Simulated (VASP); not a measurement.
Here is a VASP 6.6.1 calculation.

POSCAR

```
Li2CrCdS4
1.0
    4.3378894500      4.4028507800      0.0000000000
    4.3378894500     -4.4028507800      0.0000000000
    4.3445259700      0.0000000000     -4.3703886500
Cd Cr Li S
1 1 2 4
Direct
    0.0054000000      0.9946000000      0.5000000000
    0.2550500000      0.7449500000      0.0000000000
    0.7966000000      0.2034000000      0.0000000000
    0.5373000000      0.4627000000      0.5000000000
    0.6156000000      0.8502000000      0.9741000000
    0.1498000000      0.3844000000      0.0259000000
    0.3335000000      0.0803000000      0.5618000000
    0.9197000000      0.6665000000      0.4382000000
```

The input INCAR.step1:

```
SYSTEM = Li2CrCdS4
ALGO = Normal
EDIFF = 1E-4
ENCUT = 520
GGA = PE
ISMEAR = -1
LASPH = .True.
LCHARG = .False.
LREAL = .False.
LWAVE = .True.
NBANDS = 37
NELM = 100
PREC = Accurate
SIGMA = 0.1
```

INCAR.step2

```
SYSTEM = Li2CrCdS4
ALGO = Normal
EDIFF = 1E-7
ENCUT = 520
ISIF = 2
ISMEAR = -1
ISTART = 1
LASPH = .True.
LCHARG = .True.
LELF = .True.
LMIXTAU = .True.
LREAL = .False.
LVHAR = .True.
LWAVE = .False.
METAGGA = R2SCAN
NBANDS = 37
NELM = 100
PREC = Accurate
SIGMA = 0.1
```

The input KPOINTS:

```
k-points
0
Gamma
  4 4 4
  0 0 0
```

Potentials or basis: VASP PAW PBE potentials, release 64 (Cd, Cr_pv, Li_sv, S).

Command:

```bash
$ cat potpaw_PBE.64/Cd/POTCAR potpaw_PBE.64/Cr_pv/POTCAR potpaw_PBE.64/Li_sv/POTCAR potpaw_PBE.64/S/POTCAR > POTCAR
$ cp INCAR.step1 INCAR
$ mpirun -np 1 vasp_std > vasp.out
$ cp INCAR.step2 INCAR
$ mpirun -np 1 vasp_std > vasp.out
```

**Question.** Estimate the band gap on the k mesh.

**Answer.** Zero (bands 27 and 28 overlap by 0.37 eV).

**Question.** Estimate the largest force.

**Answer.** 2.378 eV/Å.

Forces on the atoms (eV/Å):
```
Cd   0.000 -0.041  0.000
Cr   0.000 -0.065  0.000
Li   0.000 -0.157  0.000
Li   0.000 -0.262  0.000
S   -0.760 -1.162 -1.790
S    0.760 -1.162  1.790
S    1.710  1.425 -0.839
S   -1.710  1.425  0.839
```

Caveat: the PAW data sets were made with another functional, which shifts forces and pressure a little; the run has no spin polarisation, though such a crystal can be magnetic. With open d or f shells a metallic result of r2SCAN can be an artefact of self-interaction; +U or a hybrid may open a gap.
